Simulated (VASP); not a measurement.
# Te (P3_121) in VASP: settings compared

The runs below take Te through electric field gradients, with PBE, r2SCAN.

Program: VASP 6.6.1. These are calculated values, not measurements. Logs are shortened: lines on timing, memory, paths and dates and some standing lists are left out, and cuts for length are marked.

**1. The cell of the first run**

The structure is trigonal, space group P3_121 (No. 152). Conventional cell: a = 4.458 Å, b = 4.458 Å, c = 5.925 Å, α = 90.00°, β = 90.00°, γ = 120.00°. Within 3.7 Å of Te (site symmetry 2) lie 6 Te at 2.79 to 3.53 Å.

**2. Electric field gradients, PBE**

File INCAR:

```
PREC = Accurate
ENCUT = 520
EDIFF = 1E-8
ISMEAR = -1
SIGMA = 0.05
LREAL = F
LASPH = T
NELM = 80
ALGO = Normal
ISIF = 2
LWAVE = F
LCHARG = F
GGA = PE
LEFG = T
NBANDS = 16
```

File KPOINTS:

```
Automatic mesh
0
Gamma
  8 8 5
```

File POSCAR:

```
Te
1.0
    4.4579994587      0.0000000000      0.0000000000
   -2.2289997294      3.8607407813      0.0000000000
    0.0000000000      0.0000000000      5.9250000000
Te
3
Direct
    0.7450000000      0.0000000000      0.3333333333
    0.0000000000      0.7450000000      0.6666666667
    0.2550000000      0.2550000000      0.0000000000
```

Potentials or basis: VASP PAW PBE potentials, release 64 (Te).

On the command line:

```console
$ cat potpaw_PBE.64/Te/POTCAR > POTCAR
$ mpirun -np 1 vasp_std > vasp.out
```

OUTCAR:

```text
PREC = Accurate
   ENCUT = 520
   EDIFF = 1E-8
   ISMEAR = -1
   LREAL = F
   LASPH = T
   NELM = 80
   ISIF = 2
   GGA = PE

 ion  position               nearest neighbor table
   1  0.745  0.000  0.333-   3 2.79   2 2.79   3 3.53   3 3.53   2 3.53   2 3.53
   2  0.000  0.745  0.667-   3 2.79   1 2.79   3 3.53   3 3.53   1 3.53   1 3.53
   3  0.255  0.255  0.000-   1 2.79   2 2.79   2 3.53   1 3.53   1 3.53   2 3.53

  LATTYP: Found a hexagonal cell.
 ALAT       =     4.4579994587
 C/A-ratio  =     1.3290714938

  Lattice vectors:

 A1 = (   4.4579994587,   0.0000000000,   0.0000000000)
 A2 = (  -2.2289997294,   3.8607407813,   0.0000000000)
 A3 = (   0.0000000000,   0.0000000000,   5.9250000000)

Analysis of symmetry for initial positions (statically):
=====================================================================
 Subroutine PRICEL returns:
 Original cell was already a primitive cell.

 Routine SETGRP: Setting up the symmetry group for a
 hexagonal supercell.

 Subroutine GETGRP returns: Found  6 space group operations
 (whereof  2 operations were pure point group operations)
 out of a pool of 24 trial point group operations.

The static configuration has the point symmetry C_2 .
 The point group associated with its full space group is D_3 .

Analysis of symmetry for dynamics (positions and initial velocities):
=====================================================================
 Subroutine PRICEL returns:
 Original cell was already a primitive cell.

 Routine SETGRP: Setting up the symmetry group for a
 hexagonal supercell.

 Subroutine GETGRP returns: Found  6 space group operations
 (whereof  2 operations were pure point group operations)
 out of a pool of 24 trial point group operations.

The dynamic configuration has the point symmetry C_2 .
 The point group associated with its full space group is D_3 .

 Subroutine INISYM returns: Found  6 space group operations
 (whereof  2 operations are pure point group operations),
 and found     1 'primitive' translations

----------------------------------------------------------------------------------------

                                     Primitive cell

  volume of cell :     101.9762

[... 129 lines left out ...]

 Free energy of the ion-electron system (eV)
  ---------------------------------------------------
  ext. energy  EPLUGINS =         0.00000000
  ---------------------------------------------------
  free energy    TOTEN  =        -9.34944824 eV

  energy without entropy =       -9.34942509  energy(sigma->0) =       -9.34943666

 E-fermi :   6.1469     XC(G=0):  -9.0368

 val. band max:        5.7242642252   @ k =   0.3750   0.2500   0.4000
 cond. band min:       6.5629806498   @ k =   0.0000   0.0000   0.4000
 fundamental gap:      0.8387164246
 Fermi energy:         6.1468713644

 k-point     1 :       0.0000    0.0000    0.0000
  band No.  band energies     occupation
      1      -7.8416      2.00000
      2      -4.4363      2.00000
      3      -4.4363      2.00000
      4       2.7834      2.00000
      5       3.0414      2.00000
      6       3.0414      2.00000
[... 433 lines left out ...]
      3      -4.0629      2.00000
      4       0.8222      2.00000
      5       1.3487      2.00000
      6       2.4315      2.00000
[... 8 lines left out ...]
     15      13.3113      0.00000
     16      13.7295      0.00000

 [... further k-points ...]
[... 5 lines left out ...]
  --------------------------------------------------------------------------------------
  -------------------------------------------------------------------------------------
  Total        1.7783013      1.7783013      2.5149079     -0.0000000      0.0000000      0.0000000
  in kB       27.9393902     27.9393902     39.5124221     -0.0000000      0.0000000      0.0000000
  external PRESSURE =      31.7970675 kB  Pullay stress =       0.0000000 kB

 VOLUME and BASIS-vectors are now :
 -----------------------------------------------------------------------------
  energy-cutoff  :      520.00
  volume of cell :      101.98
      direct lattice vectors                 reciprocal lattice vectors
     4.457999459  0.000000000  0.000000000     0.224315864  0.129508824  0.000000000
    -2.228999729  3.860740781  0.000000000     0.000000000  0.259017649  0.000000000
     0.000000000  0.000000000  5.925000000     0.000000000  0.000000000  0.168776371

 POSITION                                       TOTAL-FORCE (eV/Angst)
 -----------------------------------------------------------------------------------
      3.32121      0.00000      1.97500        -0.637244     -0.000000      0.000000
     -1.66060      2.87625      3.95000         0.318622     -0.551869      0.000000
      0.56839      0.98449      0.00000         0.318622      0.551869      0.000000
 -----------------------------------------------------------------------------------
    total drift:                                0.000000      0.000000     -0.000000

  FREE ENERGIE OF THE ION-ELECTRON SYSTEM (eV)
  ---------------------------------------------------
  free  energy   TOTEN  =        -9.3494482433 eV

  energy  without entropy=       -9.3494250862  energy(sigma->0) =       -9.34943666

 Electric field gradients (V/A^2)
---------------------------------------------------------------------
 ion       V_xx      V_yy      V_zz      V_xy      V_xz      V_yz
---------------------------------------------------------------------
   1     180.593  -413.559   232.966     0.000    -0.000  -345.765
   2    -265.021    32.055   232.966  -257.275   299.441   172.883
   3    -265.021    32.055   232.966   257.275  -299.441   172.883
---------------------------------------------------------------------

 Electric field gradients after diagonalization (V/A^2)
 (convention: |V_zz| > |V_xx| > |V_yy|)
----------------------------------------------------------------------
 ion       V_xx      V_yy      V_zz     asymmetry (V_yy - V_xx)/ V_zz
----------------------------------------------------------------------
   1     383.045   180.593  -563.638       0.359
   2     383.045   180.593  -563.638       0.359
   3     383.045   180.593  -563.638       0.359
----------------------------------------------------------------------

           NMR quadrupolar parameters

 Cq : quadrupolar parameter    Cq=e*Q*V_zz/h
 eta: asymmetry parameters     (V_yy - V_xx)/ V_zz
 Q  : nuclear electric quadrupole moment in mb (millibarn)
----------------------------------------------------------------------
 ion       Cq(MHz)       eta       Q (mb)
----------------------------------------------------------------------
   1      -1.363       0.359       1.000
   2      -1.363       0.359       1.000
   3      -1.363       0.359       1.000
----------------------------------------------------------------------
```

OSZICAR:

```text
N       E                     dE             d eps       ncg     rms          rms(c)
DAV:   1     0.741087558124E+02    0.74109E+02   -0.64731E+03  1280   0.898E+02
DAV:   2    -0.457386465924E+01   -0.78683E+02   -0.74678E+02  1656   0.136E+02
DAV:   3    -0.928983278157E+01   -0.47160E+01   -0.46967E+01  1600   0.374E+01
DAV:   4    -0.937387295312E+01   -0.84040E-01   -0.84028E-01  1912   0.575E+00
DAV:   5    -0.937478824322E+01   -0.91529E-03   -0.91529E-03  1704   0.518E-01    0.127E+01
DAV:   6    -0.935387273714E+01    0.20916E-01   -0.20339E-02  1672   0.840E-01    0.810E+00
DAV:   7    -0.935026081369E+01    0.36119E-02   -0.44797E-02  1552   0.126E+00    0.312E-01
DAV:   8    -0.934937073719E+01    0.89008E-03   -0.83457E-03  1456   0.507E-01    0.198E-01
DAV:   9    -0.934940517354E+01   -0.34436E-04   -0.25529E-04  1952   0.995E-02    0.121E-01
DAV:  10    -0.934945289636E+01   -0.47723E-04   -0.47575E-05  1608   0.433E-02    0.193E-02
DAV:  11    -0.934944786219E+01    0.50342E-05   -0.19213E-05  1712   0.264E-02    0.188E-02
DAV:  12    -0.934944812829E+01   -0.26610E-06   -0.21588E-06  1728   0.815E-03    0.350E-03
DAV:  13    -0.934944820989E+01   -0.81600E-07   -0.46493E-07  1648   0.396E-03    0.210E-03
DAV:  14    -0.934944822411E+01   -0.14221E-07   -0.15419E-08  1432   0.775E-04    0.708E-04
DAV:  15    -0.934944823487E+01   -0.10764E-07   -0.72843E-09  1272   0.533E-04    0.259E-04
DAV:  16    -0.934944824325E+01   -0.83797E-08   -0.74410E-10   832   0.191E-04
   1 F= -.93494482E+01 E0= -.93494367E+01  d E =-.231571E-04
```

stdout:

```text
POSCAR found type information on POSCAR Te
 POSCAR found :  1 types and       3 ions
 scaLAPACK will be used
 LDA part: xc-table for (Slater+PW92), standard interpolation
 POSCAR, INCAR and KPOINTS ok, starting setup
 FFT: planning ... GRIDC
 FFT: planning ... GRID_SOFT
 FFT: planning ... GRID
 WAVECAR not read
 entering main loop
ion   1

ion   2
     0.0000585     1.1373120    -0.6520187    -0.7176341    -1.1293295     0.6566274
     0.0000806     1.1373120    -0.6520187    -0.7176341    -1.1293295     0.6566274
     0.0001110     1.1373120    -0.6520187    -0.7176341    -1.1293295     0.6566274
     0.0001528     1.1373120    -0.6520187    -0.7176341    -1.1293295     0.6566274

     0.0000585   235.4065098  -158.0963354  -184.4965796  -273.8308854   135.9120118
     0.0000806   235.3782413  -158.0773017  -184.4743192  -273.7979180   135.8956910
     0.0001110   235.3334363  -158.0471346  -184.4390352  -273.7456671   135.8698228
     0.0001528   235.2627237  -157.9995254  -184.3833462  -273.6632056   135.8289968

ion   3
     0.0000585    -1.1373120    -0.6520187    -0.7176341     1.1293295     0.6566274
     0.0000806    -1.1373120    -0.6520187    -0.7176341     1.1293295     0.6566274
     0.0001110    -1.1373120    -0.6520187    -0.7176341     1.1293295     0.6566274
     0.0001528    -1.1373120    -0.6520187    -0.7176341     1.1293295     0.6566274

     0.0000585  -235.4065099  -158.0963354  -184.4965796   273.8308854   135.9120118
     0.0000806  -235.3782414  -158.0773017  -184.4743192   273.7979181   135.8956910
     0.0001110  -235.3334364  -158.0471346  -184.4390352   273.7456671   135.8698228
     0.0001528  -235.2627237  -157.9995254  -184.3833462   273.6632056   135.8289969
```

Run time: 2.6 min. Hardware: 1 thread of Oxide Virtual Turin-like, shared host; peak memory 0.22 GiB.

Results:

- Free energy: -9.3494 eV
- Pressure: 3.2 GPa
- Largest force: 0.637 eV/Å
- Band gap on the k mesh: 0.84 eV, indirect (least direct gap 0.86 eV)

Forces in eV/Å, atoms in the order of the input:
```
Te  -0.637  0.000  0.000
Te   0.319 -0.552  0.000
Te   0.319  0.552  0.000
```

Stress tensor (GPa, compression positive):
```
2.79 0.00 0.00
0.00 2.79 0.00
0.00 0.00 3.95
```

Electric field gradients, principal values (V/Å²):
| atom | least | middle | greatest (by size) |
| --- | --- | --- | --- |
| 1 Te | 180.593 | 383.045 | -563.638 |
| 2 Te | 180.593 | 383.045 | -563.638 |
| 3 Te | 180.593 | 383.045 | -563.638 |

Caveat: without QUAD_EFG the Cq values of the log hold for a quadrupole moment of 1 mb, not for the nuclei; spin-orbit coupling is left out, which moves the levels of the heavy elements. A k mesh can miss the band edges.

**3. Electric field gradients, r2SCAN**

File POSCAR:

```
Te
1.0
    4.4579994587      0.0000000000      0.0000000000
   -2.2289997294      3.8607407813      0.0000000000
    0.0000000000      0.0000000000      5.9250000000
Te
3
Direct
    0.7253500893      0.0000000000      0.3333333333
    0.0000000000      0.7253500893      0.6666666667
    0.2746499107      0.2746499107      0.0000000000
```

File INCAR.step1:

```
  PREC = Accurate
  ENCUT = 520
  ISMEAR = -1
  SIGMA = 0.05
  LREAL = F
  LASPH = T
  NELM = 60
  NBANDS = 16
  GGA = PE
  ALGO = Normal
  EDIFF = 1E-4
  LWAVE = T
  LCHARG = F
```

File INCAR.step2:

```
  PREC = Accurate
  ENCUT = 520
  EDIFF = 1E-8
  ISMEAR = -1
  SIGMA = 0.05
  LREAL = F
  LASPH = T
  NELM = 60
  ALGO = Normal
  ISIF = 2
  LWAVE = F
  LCHARG = F
  METAGGA = R2SCAN
  LMIXTAU = T
  LEFG = T
  NBANDS = 16
  ISTART = 1
```

KPOINTS is that of step 2.

Potentials or basis: VASP PAW PBE potentials, release 64 (Te).

On the command line:

```console
$ cat potpaw_PBE.64/Te/POTCAR > POTCAR
$ cp INCAR.step1 INCAR
$ mpirun -np 1 vasp_std > vasp.out
$ cp INCAR.step2 INCAR
$ mpirun -np 1 vasp_std > vasp.out
```

OUTCAR:

```text
PREC = Accurate
   ENCUT = 520
   EDIFF = 1E-8
   ISMEAR = -1
   LREAL = F
   LASPH = T
   NELM = 60
   ISIF = 2
   METAGGA = R2SCAN
   ISTART = 1

 ion  position               nearest neighbor table
   1  0.725  0.000  0.333-   3 2.90   2 2.90   3 3.45   3 3.45   2 3.45   2 3.45
   2  0.000  0.725  0.667-   3 2.90   1 2.90   3 3.45   3 3.45   1 3.45   1 3.45
   3  0.275  0.275  0.000-   1 2.90   2 2.90   2 3.45   1 3.45   1 3.45   2 3.45

  LATTYP: Found a hexagonal cell.
 ALAT       =     4.4579994587
 C/A-ratio  =     1.3290714938

  Lattice vectors:

[... 679 lines left out ...]

 Electric field gradients (V/A^2)
---------------------------------------------------------------------
 ion       V_xx      V_yy      V_zz      V_xy      V_xz      V_yz
---------------------------------------------------------------------
   1     190.851  -383.916   193.065    -0.000    -0.000  -349.278
   2    -240.224    47.159   193.065  -248.881   302.484   174.639
   3    -240.224    47.159   193.065   248.881  -302.484   174.639
---------------------------------------------------------------------

 Electric field gradients after diagonalization (V/A^2)
 (convention: |V_zz| > |V_xx| > |V_yy|)
----------------------------------------------------------------------
 ion       V_xx      V_yy      V_zz     asymmetry (V_yy - V_xx)/ V_zz
----------------------------------------------------------------------
   1     357.589   190.851  -548.440       0.304
   2     357.589   190.851  -548.440       0.304
   3     357.589   190.851  -548.440       0.304
----------------------------------------------------------------------

           NMR quadrupolar parameters

 Cq : quadrupolar parameter    Cq=e*Q*V_zz/h
 eta: asymmetry parameters     (V_yy - V_xx)/ V_zz
 Q  : nuclear electric quadrupole moment in mb (millibarn)
----------------------------------------------------------------------
 ion       Cq(MHz)       eta       Q (mb)
----------------------------------------------------------------------
   1      -1.326       0.304       1.000
   2      -1.326       0.304       1.000
   3      -1.326       0.304       1.000
----------------------------------------------------------------------
```

OUTCAR.step1:

```text
PREC = Accurate
   ENCUT = 520
   ISMEAR = -1
   LREAL = F
   LASPH = T
[... 683 lines left out ...]
      3.23361      0.00000      1.97500        -0.006816      0.000000      0.000000
     -1.61681      2.80039      3.95000         0.003408     -0.005903      0.000000
      0.61219      1.06035      0.00000         0.003408      0.005903     -0.000000
 -----------------------------------------------------------------------------------
    total drift:                               -0.000000      0.000000      0.000000

  FREE ENERGIE OF THE ION-ELECTRON SYSTEM (eV)
  ---------------------------------------------------
  free  energy   TOTEN  =        -9.4258629270 eV

  energy  without entropy=       -9.4256975335  energy(sigma->0) =       -9.42578023
```

OSZICAR.step1:

```text
N       E                     dE             d eps       ncg     rms          rms(c)
DAV:   1     0.732882523626E+02    0.73288E+02   -0.64917E+03  1280   0.899E+02
DAV:   2    -0.466401403739E+01   -0.77952E+02   -0.74192E+02  1688   0.135E+02
DAV:   3    -0.935556218176E+01   -0.46915E+01   -0.46710E+01  1600   0.371E+01
DAV:   4    -0.943827382567E+01   -0.82712E-01   -0.82702E-01  1936   0.568E+00
DAV:   5    -0.943939201232E+01   -0.11182E-02   -0.11182E-02  1696   0.564E-01    0.121E+01
DAV:   6    -0.942726170438E+01    0.12130E-01   -0.15211E-02  1736   0.735E-01    0.763E+00
DAV:   7    -0.942633241471E+01    0.92929E-03   -0.33213E-02  1560   0.110E+00    0.273E-01
DAV:   8    -0.942583619736E+01    0.49622E-03   -0.58291E-03  1536   0.414E-01    0.143E-01
DAV:   9    -0.942586292700E+01   -0.26730E-04   -0.14969E-04  1592   0.816E-02
   1 F= -.94258629E+01 E0= -.94257802E+01  d E =-.165393E-03
```

It took 11 min on 1 thread of Oxide Virtual Turin-like, shared host; peak memory 0.23 GiB.

What came out:

| Item | Value |
| --- | --- |
| Free energy | -76.2149 eV |
| Pressure | 0.2 GPa |
| Largest force | 0.205 eV/Å |
| Band gap on the k mesh | 0.69 eV, indirect (least direct gap 0.91 eV) |

Forces on the atoms (eV/Å):
```
Te   0.205  0.000  0.000
Te  -0.103  0.178  0.000
Te  -0.103 -0.178  0.000
```

Electric field gradients, principal values (V/Å²):
```tsv
atom	least	middle	greatest (by size)
1 Te	190.851	357.589	-548.440
2 Te	190.851	357.589	-548.440
3 Te	190.851	357.589	-548.440
```

Caveat: without QUAD_EFG the Cq values of the log hold for a quadrupole moment of 1 mb, not for the nuclei; the PAW data sets were made with another functional, which shifts forces and pressure a little; spin-orbit coupling is left out, which moves the levels of the heavy elements. r2SCAN opens gaps a little over a GGA but as a rule still falls short of measured ones.
